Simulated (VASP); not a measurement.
# Zn5Sn7Ru4 (P1) in VASP: further runs, part 2 of 2

VASP 6.6.1. The steps go on from the part before.

## (3) Single point, PBEsol

This run uses another cell than the first one, of 18.52 Å³/atom.

The input, INCAR:

```
SYSTEM = Zn5Sn7Ru4
PREC = Accurate ; ENCUT = 520
EDIFF = 1E-6 ; ISMEAR = 0
SIGMA = 0.1 ; LREAL = Auto
LASPH = .TRUE. ; NELM = 80
ALGO = Normal ; ISIF = 2
LWAVE = .FALSE. ; LCHARG = .FALSE.
GGA = PS ; ISYM = 0
NBANDS = 121
```

The input, KPOINTS:

```
Automatic mesh
0
Gamma
  2 2 2
  0.5 0.5 0.5
```

The input, POSCAR:

```
Zn5Sn7Ru4
1.0
    6.8990641993      0.2100276272      0.0786836052
    0.2100276272      6.3765807003     -0.5556514535
    0.0786836052     -0.5556514535      6.7933966515
Zn Ru Sn
5 4 7
Direct
    0.0249769464      0.0700146566      1.0559287908
    0.2248782711      0.7672464473      0.1752906415
    0.4165523420      0.4234676984      0.5659354608
    0.5302947833      0.6599974598      0.3226030534
    0.8024838333      0.2115891020      0.8173640740
    0.5493713318      0.5523658469     -0.0607325615
    0.7102325282      0.2783762827      0.2705572524
    1.0908207750      0.5285172392      0.4348675145
    0.1988693169      0.2284955196      0.7750524755
    0.6321813913      0.9353624322      1.0352621026
   -0.0739339361      0.5267644880      1.0731680749
    1.0221645289      0.1123798246      0.4470585555
    0.3396747068      0.3144079132      0.1431367634
    0.5484261904      1.0386749467      0.5611484231
    0.2216843579      0.7767438231      0.7594996130
    0.7657638245      0.5866516757      0.6212212897
```

Potentials or basis: VASP PAW PBE potentials, release 64 (Zn, Ru_pv, Sn_d).

The run is started by

```sh
$ cat potpaw_PBE.64/Zn/POTCAR potpaw_PBE.64/Ru_pv/POTCAR potpaw_PBE.64/Sn_d/POTCAR > POTCAR
$ mpirun -np 1 vasp_std > vasp.out
```

OUTCAR:

```text
SYSTEM = Zn5Sn7Ru4
   PREC = Accurate
   ENCUT = 520
   EDIFF = 1E-6
   ISMEAR = 0
   LREAL = Auto
   LASPH = .TRUE.
   NELM = 80
   ISIF = 2
   GGA = PS
   ISYM = 0

 ion  position               nearest neighbor table
   1  0.025  0.070  0.056-   5 2.50   2 2.56   9 2.62  12 2.63   7 2.74  13 2.77  15 2.78  10 2.89
                            11 2.94
   2  0.225  0.767  0.175-   4 2.46   1 2.56  11 2.68   8 2.71  15 2.85   6 2.87  12 2.90  13 2.93
                            10 3.25
   3  0.417  0.423  0.566-   8 2.53   9 2.57  14 2.57   4 2.57  15 2.69  16 2.69   6 2.74   7 2.83
                            13 2.92
[... 683 lines left out ...]
  in kB        1.3945659      1.5189450      1.6856090      0.1296527     -0.0233978      0.3629658
  external PRESSURE =       1.5330400 kB  Pullay stress =       0.0000000 kB

 VOLUME and BASIS-vectors are now :
 -----------------------------------------------------------------------------
  energy-cutoff  :      520.00
  volume of cell :      296.37
      direct lattice vectors                 reciprocal lattice vectors
     6.899064199  0.210027627  0.078683605     0.145122044 -0.004961768 -0.002086694
     0.210027627  6.376580700 -0.555651454    -0.004961768  0.158119272  0.012990499
     0.078683605 -0.555651454  6.793396652    -0.002086694  0.012990499  0.148288467

 POSITION                                       TOTAL-FORCE (eV/Angst)
 -----------------------------------------------------------------------------------
      0.19142      0.42062      0.34301        -0.008484     -0.021380     -0.001696
      1.72639      4.84224      0.78219         0.004122      0.008919      0.014734
      3.00729      2.47330      3.64210        -0.002281      0.023771      0.007240
      3.82254      4.14065      1.86657         0.003247      0.015024      0.012115
      5.64514      1.06359      5.49825        -0.012580     -0.018641     -0.011466
      3.98007      3.11568      6.11712        -0.007945      0.008696     -0.027365
[... 8 lines left out ...]
      1.75231      4.57751      4.74543        -0.008477      0.006421     -0.022416
      5.45515      3.55648      3.95448         0.015099      0.018445      0.016830
 -----------------------------------------------------------------------------------
    total drift:                               -0.003957      0.007049      0.006398

  FREE ENERGIE OF THE ION-ELECTRON SYSTEM (eV)
  ---------------------------------------------------
  free  energy   TOTEN  =       -77.9348763549 eV

  energy  without entropy=      -77.9024466203  energy(sigma->0) =      -77.91866149
```

OSZICAR:

```text
N       E                     dE             d eps       ncg     rms          rms(c)
DAV:   1     0.336786993554E+04    0.33679E+04   -0.95308E+04   992   0.284E+03
DAV:   2     0.588847312013E+03   -0.27790E+04   -0.27297E+04   968   0.892E+02
DAV:   3    -0.209607192578E+02   -0.60981E+03   -0.58989E+03   970   0.321E+02
DAV:   4    -0.790468976130E+02   -0.58086E+02   -0.55694E+02  1096   0.989E+01
DAV:   5    -0.814401580562E+02   -0.23933E+01   -0.23562E+01  1088   0.195E+01    0.200E+01
DAV:   6    -0.784146103089E+02    0.30255E+01   -0.12208E+01  1272   0.370E+01    0.118E+01
DAV:   7    -0.791288797938E+02   -0.71427E+00   -0.95475E+00  1072   0.164E+01    0.948E+00
DAV:   8    -0.780441931423E+02    0.10847E+01   -0.52412E+00  1120   0.101E+01    0.344E+00
DAV:   9    -0.780590245420E+02   -0.14831E-01   -0.16021E+00  1168   0.627E+00    0.321E+00
DAV:  10    -0.779430966109E+02    0.11593E+00   -0.50687E-01  1160   0.291E+00    0.104E+00
DAV:  11    -0.779376592388E+02    0.54374E-02   -0.73907E-02  1072   0.178E+00    0.602E-01
DAV:  12    -0.779348689088E+02    0.27903E-02   -0.14651E-02  1184   0.772E-01    0.242E-01
DAV:  13    -0.779350130992E+02   -0.14419E-03   -0.40388E-03  1192   0.629E-01    0.129E-01
DAV:  14    -0.779349285344E+02    0.84565E-04   -0.12656E-03  1160   0.225E-01    0.773E-02
DAV:  15    -0.779348717191E+02    0.56815E-04   -0.27629E-04  1240   0.144E-01    0.354E-02
DAV:  16    -0.779348762210E+02   -0.45019E-05   -0.80593E-05  1056   0.574E-02    0.127E-02
DAV:  17    -0.779348770370E+02   -0.81603E-06   -0.14136E-05   968   0.284E-02    0.641E-03
DAV:  18    -0.779348763549E+02    0.68216E-06   -0.34545E-06   784   0.161E-02
   1 F= -.77934876E+02 E0= -.77918661E+02  d E =-.324297E-01
```

stdout:

```text
POSCAR found type information on POSCAR ZnRuSn
 POSCAR found :  3 types and      16 ions
 scaLAPACK will be used
 -----------------------------------------------------------------------------
|                                                                             |
|                                                                             |
|     You enforced a specific xc type in the INCAR file but a different       |
|     I HOPE YOU KNOW WHAT YOU ARE DOING!                                     |
|                                                                             |
 -----------------------------------------------------------------------------

 LDA part: xc-table for (Slater+PW92), standard interpolation
 POSCAR, INCAR and KPOINTS ok, starting setup
 FFT: planning ... GRIDC
 FFT: planning ... GRID_SOFT
 FFT: planning ... GRID
 WAVECAR not read
 entering main loop
```

Wall time 6 min (1 thread of Oxide Virtual Turin-like, shared host); peak memory 0.38 GiB.

What came out:

| Property | Result |
| --- | --- |
| Free energy | -77.9349 eV |
| Pressure | 0.2 GPa |
| Largest force | 0.039 eV/Å |

Forces on the atoms (eV/Å):
```
Zn  -0.008 -0.021 -0.002
Zn   0.004  0.009  0.015
Zn  -0.002  0.024  0.007
Zn   0.003  0.015  0.012
Zn  -0.013 -0.019 -0.011
Ru  -0.008  0.009 -0.027
Ru   0.002 -0.019 -0.002
Ru   0.007  0.014 -0.004
Ru   0.007  0.011  0.021
Sn   0.009 -0.005  0.007
Sn  -0.016  0.018 -0.013
Sn   0.006 -0.024  0.000
Sn   0.004  0.002  0.007
Sn  -0.001 -0.039 -0.005
Sn  -0.008  0.006 -0.022
Sn   0.015  0.018  0.017
```

Levels at points of the mesh, in eV from the Fermi level:
```
           k point  band 105  band 106  band 107  band 108  band 109  band 110
(0.25, 0.25, 0.25)     -0.67     -0.35     -0.23      0.24      0.52      0.89
```

Caveat: the k points lie up to 0.50 Å⁻¹ apart; the PAW data sets were made with another functional, which shifts forces and pressure a little; spin-orbit coupling is left out, which moves the levels of the heavy elements.

## (4) Single point, PBEsol

This run uses another cell than the first one, of 18.44 Å³/atom.

The input, INCAR:

```
SYSTEM = Zn5Sn7Ru4
PREC = Accurate
ENCUT = 520
EDIFF = 1E-7
ISMEAR = 0
SIGMA = 0.1
LREAL = Auto
LASPH = .TRUE.
NELM = 100
ALGO = Fast
ISIF = 2
LWAVE = .FALSE.
LCHARG = .FALSE.
GGA = PS
NBANDS = 121
ISYM = 0
```

The input, KPOINTS:

```
Automatic mesh
0
G
  3 3 3
  0 0 0
```

The input, POSCAR:

```
Zn5Sn7Ru4
1.0
    6.9267972500     -0.4396448294      0.7669542372
   -0.4411722446      6.6546056430      0.0739555559
    0.7741729530      0.0805310465      6.5168558166
Zn Ru Sn
5 4 7
Direct
    0.2955261553      0.2884783051      0.2645545974
    0.6958227264      0.2283767938      0.1943162016
    0.2198995801      0.2694286885      0.8184225923
    0.6823549803      0.8527308534      0.2840192242
    0.7746596788      0.1867820731      0.6035042585
    0.4338024959      0.0598343285      0.5316503606
    0.3164985459      0.6903468223      0.2967953450
    0.2823120106      0.6783529529      0.7943216911
    0.7083302638      0.8064860776      0.6650111763
    0.9698974199      0.9151385108      0.9125243429
    0.4525866057      0.9985384506      0.9521379187
    0.0233814311      0.5067128959      0.1304287299
    0.0693228703      0.9542632288      0.4193419985
    0.5726822997      0.5481030561      0.9830506152
    0.9903614625      0.5321503311      0.6150388544
    0.5196395942      0.4801429367      0.5172600415
```

The run is started by

```sh
$ cat potpaw_PBE.64/Zn/POTCAR potpaw_PBE.64/Ru_pv/POTCAR potpaw_PBE.64/Sn_d/POTCAR > POTCAR
$ mpirun -np 1 vasp_std > vasp.out
```

Run time: 23 min. Hardware: 1 thread of Oxide Virtual Turin-like, shared host; peak memory 0.51 GiB.

The run converged. Its results:

```
Free energy            : -78.0286 eV
Pressure               : 0.2 GPa
Largest force          : 0.053 eV/Å
Band gap on the k mesh : zero (bands 107 and 108 overlap by 0.40 eV)
```

Forces on the atoms (eV/Å):
```
Zn  -0.003 -0.024 -0.004
Zn  -0.010  0.027 -0.008
Zn   0.001  0.001  0.007
Zn   0.012 -0.013 -0.011
Zn   0.039 -0.002  0.013
Ru  -0.012 -0.035  0.037
Ru  -0.018  0.028 -0.002
Ru  -0.031 -0.005 -0.016
Ru   0.025  0.013  0.006
Sn   0.002  0.002 -0.008
Sn   0.000  0.013  0.007
Sn  -0.009 -0.013 -0.002
Sn   0.002  0.009 -0.016
Sn   0.015  0.004 -0.024
Sn  -0.003  0.007  0.006
Sn  -0.009 -0.010  0.013
```

Stress tensor (GPa, compression positive):
```
 0.25  0.01  0.04
 0.01  0.17 -0.07
 0.04 -0.07  0.24
```

Levels at points of the mesh, in eV from the Fermi level:
```csv
k point,band 103,band 104,band 105,band 106,band 107,band 108,band 109,band 110,band 111,band 112
"(0.00, 0.00, 0.00)",-1.00,-0.90,-0.74,-0.72,-0.51,-0.22,0.18,0.47,1.04,1.37
```

Caveat: the PAW data sets were made with another functional, which shifts forces and pressure a little; spin-orbit coupling is left out, which moves the levels of the heavy elements.

## (5) Summary

```csv
cell,k mesh,pressure (GPa),largest force (eV/Å)
"a = 6.604, b = 6.834, c = 6.592 Å, angles 86.0, 84.0, 93.9°, 16 atoms, atomic positions A","2 × 2 × 2, shifted",0.2,0.04
"a = 6.903, b = 6.404, c = 6.817 Å, angles 99.6, 88.8, 86.4°, 16 atoms, atomic positions B","2 × 2 × 2, shifted",0.2,0.04
"a = 6.983, b = 6.670, c = 6.563 Å, angles 89.1, 77.0, 97.3°, 16 atoms, atomic positions C",3 × 3 × 3,0.2,0.05
```

Alike in all rows: task single point; level PBEsol; potentials or basis VASP PAW PBE potentials, release 64 (Zn, Ru_pv, Sn_d); no spin polarisation; cutoff (eV) 520; smearing gaussian 0.1 eV.

Caveats: some runs use coarse meshes; the PAW data sets were made with another functional, which shifts forces and pressure a little; spin-orbit coupling is left out, which moves the levels of the heavy elements.

Absolute energies hang on the potentials; compare differences alone.
